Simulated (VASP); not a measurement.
# Cd5Se (R-3m) in VASP: a series of runs

The runs below take Cd5Se through single point, relaxation of cell and atoms, with PBE.

Everything below comes from runs of VASP 6.6.1. Logs are shortened: lines on timing, memory, paths and dates and some standing lists are left out, and cuts for length are marked.

### 1 The cell of the first run

It takes space group R-3m (No. 166, trigonal). Conventional cell: a = 6.534 Å, b = 6.534 Å, c = 12.258 Å, α = 90.00°, β = 90.00°, γ = 120.00°. Cd (site symmetry 2/m) has 2 Se at 2.78 Å and 10 Cd at 3.19 to 3.60 Å within 3.7 Å. Cd (site symmetry 3m) has 13 Cd at 3.02 to 3.92 Å and 3 Se at 3.81 Å within 4.0 Å. Within 3.9 Å of Se (site symmetry -3m) lie 12 Cd at 2.78 to 3.81 Å.

The cell was generated, and may not be a known phase.

### 2 Single point, PBE

File INCAR:

```
SYSTEM = Cd5Se
PREC = Accurate
ENCUT = 520
EDIFF = 1E-6
ISMEAR = 0
SIGMA = 0.1
LREAL = .FALSE.
LASPH = .TRUE.
NELM = 80
ALGO = Normal
ISIF = 2
LWAVE = .FALSE.
LCHARG = .TRUE.
GGA = PE
LELF = .TRUE.
LVHAR = .TRUE.
NBANDS = 42
```

File KPOINTS:

```
Automatic mesh
0
G
  3 3 3
  0 0 0
```

File POSCAR:

```
Cd5Se
1.0
    3.2668846409      1.8861367268      4.0859897359
   -3.2668846409      1.8861367268      4.0859897359
    0.0000000000     -3.7722734536      4.0859897359
Cd Se
5 1
Direct
    0.0000000000      0.0000000000      0.5000000000
    0.5000000000      0.0000000000      0.0000000000
    0.0000000000      0.5000000000      0.0000000000
    0.3767284775      0.3767284775      0.3767284775
    0.6232715225      0.6232715225      0.6232715225
    0.0000000000      0.0000000000      0.0000000000
```

Potentials or basis: VASP PAW PBE potentials, release 64 (Cd, Se).

Started as:

```sh
> cat potpaw_PBE.64/Cd/POTCAR potpaw_PBE.64/Se/POTCAR > POTCAR
> mpirun -np 1 vasp_std > vasp.out
```

OUTCAR:

```text
SYSTEM = Cd5Se
   PREC = Accurate
   ENCUT = 520
   EDIFF = 1E-6
   ISMEAR = 0
   LREAL = .FALSE.
   LASPH = .TRUE.
   NELM = 80
   ISIF = 2
   GGA = PE

 ion  position               nearest neighbor table
   1  0.000  0.000  0.500-   6 2.78   6 2.78   4 3.19   5 3.19   3 3.27   2 3.27   3 3.27   2 3.27
                             5 3.60   4 3.60   5 3.60   4 3.60
   2  0.500  0.000  0.000-   6 2.78   6 2.78   4 3.19   5 3.19   1 3.27   1 3.27   3 3.27   3 3.27
                             4 3.60   5 3.60   4 3.60   5 3.60
   3  0.000  0.500  0.000-   6 2.78   6 2.78   4 3.19   5 3.19   1 3.27   1 3.27   2 3.27   2 3.27
                             5 3.60   4 3.60   5 3.60   4 3.60
   4  0.377  0.377  0.377-   5 3.02   1 3.19   3 3.19   2 3.19   3 3.60   2 3.60   2 3.60   3 3.60
                             1 3.60   1 3.60
   5  0.623  0.623  0.623-   4 3.02   1 3.19   3 3.19   2 3.19   2 3.60   3 3.60   2 3.60   3 3.60
                             1 3.60   1 3.60
   6  0.000  0.000  0.000-   1 2.78   1 2.78   3 2.78   2 2.78   3 2.78   2 2.78

  LATTYP: Found a trigonal (rhomboedric) cell.
 ALAT       =     5.5610573753
 COS(alpha) =     0.3097874652

  Lattice vectors:

 A1 = (   3.2668846409,   1.8861367268,   4.0859897359)
 A2 = (  -3.2668846409,   1.8861367268,   4.0859897359)
 A3 = (   0.0000000000,  -3.7722734536,   4.0859897359)

Analysis of symmetry for initial positions (statically):
=====================================================================
 Subroutine PRICEL returns:
 Original cell was already a primitive cell.

 Routine SETGRP: Setting up the symmetry group for a
 trigonal (rhombohedral) supercell.

 Subroutine GETGRP returns: Found 12 space group operations
 (whereof 12 operations were pure point group operations)
 out of a pool of 12 trial point group operations.

The static configuration has the point symmetry D_3d.

Analysis of symmetry for dynamics (positions and initial velocities):
=====================================================================
 Subroutine PRICEL returns:
 Original cell was already a primitive cell.

 Routine SETGRP: Setting up the symmetry group for a
 trigonal (rhombohedral) supercell.

 Subroutine GETGRP returns: Found 12 space group operations
 (whereof 12 operations were pure point group operations)
 out of a pool of 12 trial point group operations.

The dynamic configuration has the point symmetry D_3d.

 Subroutine INISYM returns: Found 12 space group operations
 (whereof 12 operations are pure point group operations),
 and found     1 'primitive' translations

----------------------------------------------------------------------------------------

                                     Primitive cell

  volume of cell :     151.0621

  direct lattice vectors                    reciprocal lattice vectors
     3.266884641  1.886136727  4.085989736     0.153051012  0.088364043  0.081579582
    -3.266884641  1.886136727  4.085989736    -0.153051012  0.088364043  0.081579582
     0.000000000 -3.772273454  4.085989736     0.000000000 -0.176728086  0.081579582

  length of vectors
     5.561057375  5.561057375  5.561057375     0.194648515  0.194648515  0.194648515

  position of ions in fractional coordinates (direct lattice)
     0.000000000  0.000000000  0.500000000
     0.500000000  1.000000000  0.000000000
     1.000000000  0.500000000  0.000000000
     0.376728478  0.376728478  0.376728478
     0.623271522  0.623271522  0.623271522
     0.000000000  0.000000000  0.000000000

  ion indices of the primitive-cell ions
   primitive index   ion index
                 1           1
                 2           2
                 3           3
                 4           4
                 5           5
                 6           6

----------------------------------------------------------------------------------------

 KPOINTS: Automatic mesh

Automatic generation of k-mesh.
 Grid dimensions read from file:
 generate k-points for:    3    3    3

 Generating k-lattice:

  Cartesian coordinates                     Fractional coordinates (reciprocal lattice)
     0.051017004  0.029454681  0.027193194     0.333333333  0.000000000  0.000000000
    -0.051017004  0.029454681  0.027193194     0.000000000  0.333333333  0.000000000
     0.000000000 -0.058909362  0.027193194     0.000000000  0.000000000  0.333333333

  Length of vectors
     0.064882838  0.064882838  0.064882838

  Shift w.r.t. Gamma in fractional coordinates (k-lattice)
     0.000000000  0.000000000  0.000000000

 Subroutine IBZKPT returns following result:
 ===========================================

 Found      6 irreducible k-points:

 Following reciprocal coordinates:
            Coordinates               Weight
  0.000000  0.000000  0.000000      1.000000
  0.333333  0.000000 -0.000000      6.000000
  0.333333  0.333333 -0.000000      6.000000
 -0.333333  0.333333  0.000000      6.000000
  0.333333  0.333333  0.333333      2.000000
 -0.333333  0.333333  0.333333      6.000000
   k-points           NKPTS =      6   k-points in BZ     NKDIM =      6   number of bands    NBANDS=     42
   number of dos      NEDOS =    301   number of ions     NIONS =      6
   total plane-waves  NPLWV =  74088
   dimension x,y,z NGX =    42 NGY =   42 NGZ =   42
   dimension x,y,z NGXF=    84 NGYF=   84 NGZF=   84
   ions per type =               5   1
   NGX,Y,Z   is equivalent  to a cutoff of  12.56, 12.56, 12.56 a.u.
   NGXF,Y,Z  is equivalent  to a cutoff of  25.11, 25.11, 25.11 a.u.
 SYSTEM =  Cd5Se
   PREC   = accura    normal or accurate (medium, high low for compatibility)
   ISTART =      0    job   : 0-new  1-cont  2-samecut
   ICHARG =      2    charge: 1-file 2-atom 10-const
   ISPIN  =      1    spin polarized calculation?
   LNONCOLLINEAR =      F non collinear calculations
   LSORBIT =      F    spin-orbit coupling
   LASPH  =      T    aspherical Exc in radial PAW
   ENCUT  =  520.0 eV  38.22 Ry    6.18 a.u.  10.34 10.34 10.34*2*pi/ulx,y,z
   NELM   =     80;   NELMIN=  2; NELMDL= -5     # of ELM steps
   EDIFF  = 0.1E-05   stopping-criterion for ELM
   LREAL  =      F    real-space projection
   EDIFFG = 0.1E-04   stopping-criterion for IOM
   NSW    =      0    number of steps for IOM
   IBRION =     -1    ionic relax: 0-MD 1-quasi-New 2-CG
   NFREE  =      0    steps in history (QN), initial steepest desc. (CG)
   ISIF   =      2    stress and relaxation
   ISYM   =      2    0-nonsym 1-usesym 2-fastsym
   POTIM  = 0.5000    time-step for ionic-motion
   TEBEG  =    0.0;   TEEND  =   0.0 temperature during run
   PSTRESS=    0.0 pullay stress
   NELECT =      66.0000    total number of electrons
   NUPDOWN=      -1.0000    fix difference up-down
   EMIN   =  10.00;   EMAX   =-10.00  energy-range for DOS
   EFERMI =   0.00;   METHOD = LEGACY
   ISMEAR =     0;   SIGMA  =   0.10  broadening in eV -4-tet -1-fermi 0-gaus
   EFERMI_NEDOS =   21; number of points for ismear=-14 and -15
   IALGO  =     38    algorithm
   IMIX   =      4    mixing-type and parameters
     AMIX     =   0.40;   BMIX     =  1.00
     AMIX_MAG =   1.60;   BMIX_MAG =  1.00
  volume/ion in A,a.u.               =      25.18       169.90
  Fermi-wavevector in a.u.,A,eV,Ry     =   1.242237  2.347487 20.995854  1.543152
  Thomas-Fermi vector in A             =   2.376600
   LORBIT       =      0    0 simple, 1 ext, 2 COOP (PROOUT), +10 PAW based schemes
   GGA     = PE    functional components
   LHFCALC =     F    Hartree Fock is set to
   AEXX    =    0.0000 exact exchange contribution
   IVDW    =     0    specifies the selected vdW correction
   LEPSILON=     F    determine dielectric tensor
   LRPA    =     F    only Hartree local field effects (RPA)
 non-spin polarized calculation
 Gauss-broadening in eV      SIGMA  =   0.10
  energy-cutoff  :      520.00
  volume of cell :      151.06
 maximum number of plane-waves:      4093
 NGX is ok and might be reduce to    42
   NGX = 21   NGY = 21   NGZ = 21

 number of electron      66.0000001 magnetization

 Free energy of the ion-electron system (eV)
  ---------------------------------------------------
  ext. energy  EPLUGINS =         0.00000000
  ---------------------------------------------------
  free energy    TOTEN  =        -6.70281430 eV

  energy without entropy =       -6.68753395  energy(sigma->0) =       -6.69517412

 E-fermi :   2.3092     XC(G=0): -10.0679

 val. band max:        2.3055840185   @ k =  -0.3333   0.3333   0.3333
 cond. band min:       2.4616038955   @ k =   0.3333   0.3333  -0.0000
 fundamental gap:      0.1560198770
 Fermi energy:         2.3091823423

 k-point     1 :       0.0000    0.0000    0.0000
  band No.  band energies     occupation
      1     -11.7659      2.00000
      2      -7.1018      2.00000
      3      -6.8947      2.00000
      4      -6.8947      2.00000
      5      -6.7407      2.00000
      6      -6.6755      2.00000
[... 34 lines left out ...]
     41       6.7794      0.00000
     42       6.7794      0.00000

 k-point     2 :       0.3333    0.0000   -0.0000
  band No.  band energies     occupation
      1     -11.6552      2.00000
      2      -6.9644      2.00000
      3      -6.8340      2.00000
      4      -6.7992      2.00000
      5      -6.7627      2.00000
      6      -6.7416      2.00000
[... 34 lines left out ...]
     41       7.5022      0.00000
     42       8.0046      0.00000

 k-point     3 :       0.3333    0.3333   -0.0000
  band No.  band energies     occupation
      1     -11.5481      2.00000
      2      -7.0271      2.00000
      3      -6.8908      2.00000
      4      -6.8464      2.00000
      5      -6.7343      2.00000
      6      -6.7306      2.00000
[... 34 lines left out ...]
     41       7.2543      0.00000
     42       8.3105      0.00000

 k-point     4 :      -0.3333    0.3333    0.0000
  band No.  band energies     occupation
      1     -11.5424      2.00000
      2      -6.9903      2.00000
      3      -6.8292      2.00000
      4      -6.7821      2.00000
      5      -6.7433      2.00000
      6      -6.7387      2.00000
[... 34 lines left out ...]
     41       7.5007      0.00000
     42       7.8289      0.00000

 k-point     5 :       0.3333    0.3333    0.3333
  band No.  band energies     occupation
      1     -11.4430      2.00000
      2      -7.2065      2.00000
      3      -6.9578      2.00000
      4      -6.8827      2.00000
      5      -6.8827      2.00000
      6      -6.7780      2.00000
[... 34 lines left out ...]
     41       9.0827      0.00000
     42       9.0827      0.00000

 k-point     6 :      -0.3333    0.3333    0.3333
  band No.  band energies     occupation
      1     -11.4315      2.00000
      2      -7.1793      2.00000
      3      -6.9507      2.00000
      4      -6.8438      2.00000
      5      -6.7720      2.00000
      6      -6.7539      2.00000
[... 34 lines left out ...]
     41       7.9476      0.00000
     42       7.9489      0.00000

------------------------ aborting loop because EDIFF is reached ----------------------------------------

  FORCE on cell =-STRESS in cart. coord.  units (eV):
  Direction    XX          YY          ZZ          XY          YZ          ZX
  --------------------------------------------------------------------------------------
  -------------------------------------------------------------------------------------
  Total        0.2701320      0.2701320      0.2909220      0.0000000      0.0000000     -0.0000000
  in kB        2.8650430      2.8650430      3.0855432      0.0000000      0.0000000     -0.0000000
  external PRESSURE =       2.9385431 kB  Pullay stress =       0.0000000 kB

 VOLUME and BASIS-vectors are now :
 -----------------------------------------------------------------------------
  energy-cutoff  :      520.00
  volume of cell :      151.06
      direct lattice vectors                 reciprocal lattice vectors
     3.266884641  1.886136727  4.085989736     0.153051012  0.088364043  0.081579582
    -3.266884641  1.886136727  4.085989736    -0.153051012  0.088364043  0.081579582
     0.000000000 -3.772273454  4.085989736     0.000000000 -0.176728086  0.081579582

 POSITION                                       TOTAL-FORCE (eV/Angst)
 -----------------------------------------------------------------------------------
      0.00000     -1.88614      2.04299        -0.000000     -0.000000      0.000000
      1.63344      0.94307      2.04299         0.000000      0.000000      0.000000
     -1.63344      0.94307      2.04299         0.000000     -0.000000      0.000000
      0.00000      0.00000      4.61793         0.000000      0.000000      0.022314
      0.00000      0.00000      7.64004         0.000000      0.000000     -0.022314
      0.00000      0.00000      0.00000         0.000000      0.000000      0.000000
 -----------------------------------------------------------------------------------
    total drift:                               -0.000000      0.000000     -0.000000

  FREE ENERGIE OF THE ION-ELECTRON SYSTEM (eV)
  ---------------------------------------------------
  free  energy   TOTEN  =        -6.7028142972 eV

  energy  without entropy=       -6.6875339480  energy(sigma->0) =       -6.69517412
```

It took 27 s on 1 thread of Intel Xeon 6975P-C (Granite Rapids), shared host; peak memory 0.25 GiB.

Results:

| Quantity | Value |
| --- | --- |
| Free energy | -6.7028 eV |
| Pressure | 0.3 GPa |
| Largest force | 0.022 eV/Å |
| Band gap on the k mesh | zero (bands 33 and 34 overlap by 1.16 eV) |

Forces on the atoms (eV/Å):
```
Cd   0.000  0.000  0.000
Cd   0.000  0.000  0.000
Cd   0.000  0.000  0.000
Cd   0.000  0.000  0.022
Cd   0.000  0.000 -0.022
Se   0.000  0.000  0.000
```

Caveat: the k points lie up to 0.41 Å⁻¹ apart, too coarse for converged energies and pressures of a metal.

### 3 Relaxation of cell and atoms, PBE

This run uses another cell than the first one, of 28.86 Å³/atom.

File INCAR:

```
ALGO = Normal
EDIFF = 1E-6
EDIFFG = -0.04
ENCUT = 600
GGA = PE
IBRION = 2
ISIF = 3
ISMEAR = 0
LASPH = T
LCHARG = F
LREAL = F
LWAVE = F
NELM = 60
NSW = 90
PREC = Accurate
SIGMA = 0.1
```

File KPOINTS:

```
k-points
0
Gamma
  3 3 3
```

File POSCAR:

```
Cd5Se
1.0
    3.2522053300      1.8776616200      4.7268386700
   -3.2522053300      1.8776616200      4.7268386700
    0.0000000000     -3.7553232400      4.7268386700
Cd Se
5 1
Direct
    0.0000000000      0.0000000000      0.5000000000
    0.5000000000      0.0000000000      0.0000000000
    0.0000000000      0.5000000000      0.0000000000
    0.4056443100      0.4056443100      0.4056443100
    0.5943556900      0.5943556900      0.5943556900
    0.0000000000      0.0000000000      0.0000000000
```

Potentials or basis: VASP PAW PBE potentials, release 64 (Cd, Se).

Started as:

```sh
> cat potpaw_PBE.64/Cd/POTCAR potpaw_PBE.64/Se/POTCAR > POTCAR
> mpirun -np 1 vasp_std > vasp.out
```

Wall time 7.2 min (1 thread of Intel Xeon 6975P-C (Granite Rapids), shared host); peak memory 0.35 GiB.

It converged, with:

```
Free energy                           : -6.7087 eV
Relaxed volume                        : 25.31 Å³/atom
Relaxed cell                          : a = 5.571 Å, b = 5.571 Å, c = 5.571 Å, α = 71.95°, β = 71.95°, γ = 71.95°
Space group after relaxing (to 0.1 Å) : R-3m (No. 166)
Energy gained by relaxing             : 125.2 meV/atom
Ionic steps                           : 23
Pressure after relaxing               : 0.0 GPa
Largest force after relaxing          : 0.007 eV/Å
Band gap on the k mesh                : zero (bands 33 and 34 overlap by 1.14 eV)
```

Forces on the atoms (eV/Å):
```
Cd   0.000  0.000  0.000
Cd   0.000  0.000  0.000
Cd   0.000  0.000  0.000
Cd   0.000  0.000  0.007
Cd   0.000  0.000 -0.007
Se   0.000  0.000  0.000
```

The path:
```tsv
step	energy change (eV)	largest force (eV/Å)	pressure (GPa)	volume (Å³)
1	0.0000	1.0862	-2.27	173.19
2	-0.2255	0.8517	-1.51	163.14
3	-0.3766	0.5772	1.18	147.58
4	-0.4369	0.3426	0.39	149.73
5	-0.4731	0.1921	-0.42	152.43
6	-0.4771	0.1031	-1.68	157.92
7	-0.5122	0.0884	-1.36	156.26
8	-0.5713	0.1352	-0.13	151.32
9	-0.5905	0.1631	-0.11	150.92
10	-0.6483	0.2284	0.30	149.66
11	-0.6901	0.3555	1.71	146.70
12	-0.6956	0.3425	1.07	147.69
13	-0.6962	0.3474	1.29	147.34
14	-0.7076	0.3198	1.11	148.25
15	-0.7260	0.2521	0.63	150.94
16	-0.7280	0.2238	0.43	152.08
17	-0.7344	0.2009	0.20	152.66
18	-0.7414	0.1459	-0.42	154.16
19	-0.7452	0.1228	-0.28	153.36
20	-0.7491	0.0650	0.03	151.52
21	-0.7491	0.0628	0.05	151.44
22	-0.7499	0.0502	0.05	151.55
23	-0.7513	0.0074	0.03	151.89
```

Final structure:
```
Cd Se
1.0
     3.27267    1.88948    4.09384
    -3.27267    1.88948    4.09384
     0.00000   -3.77896    4.09384
Cd Se
5 1
Direct
  0.00000 0.00000 0.50000
  0.50000 0.00000 0.00000
  0.00000 0.50000 0.00000
  0.37705 0.37705 0.37705
  0.62295 0.62295 0.62295
  0.00000 0.00000 0.00000
```

Levels at points of the mesh, in eV from the Fermi level:
```csv
k point,band 31,band 32,band 33,band 34,band 35,band 36
"(0.00, 0.00, 0.00)",-1.21,-1.14,-1.14,-0.07,1.28,1.28
```

Caveat: the k points lie up to 0.41 Å⁻¹ apart in the final cell, too coarse for converged energies and pressures of a metal.

The gap in the log of VASP goes by the Fermi energy; the results here count the filled bands.